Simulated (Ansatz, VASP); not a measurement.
## Two plane-wave programs on ZrC

```
Zr C
1.0
     0.00000    2.32647    2.32647
     2.32647    0.00000    2.32647
     2.32647    2.32647    0.00000
Zr C
1 1
Direct
  0.50000 0.50000 0.50000
  0.00000 0.00000 0.00000
```

Change from the starting cell: volume scaled by 0.97, PAW files.

Alike in both runs: task electric field gradients; functional PBE; k mesh 15 × 15 × 15; occupations fermi-dirac, width 0.05 eV; no spin polarisation.

```csv
,VASP,Ansatz
version,VASP 6.6.1,Ansatz 0.2.0
potentials or method,"VASP PAW PBE potentials, release 64 (Zr_sv, C)","PAW with Ansatz's default frozen-core files, scalar-relativistic"
plane-wave cutoff (eV),520,420
valence electrons in the cell,16,16
```

Ansatz gave:

```
pressure (GPa) : 8.5
```

Q: What did VASP give for the same quantities?

A: Pressure (GPa): 8.8.

With one functional, cell and mesh, what is left measures potentials, basis and numerics.
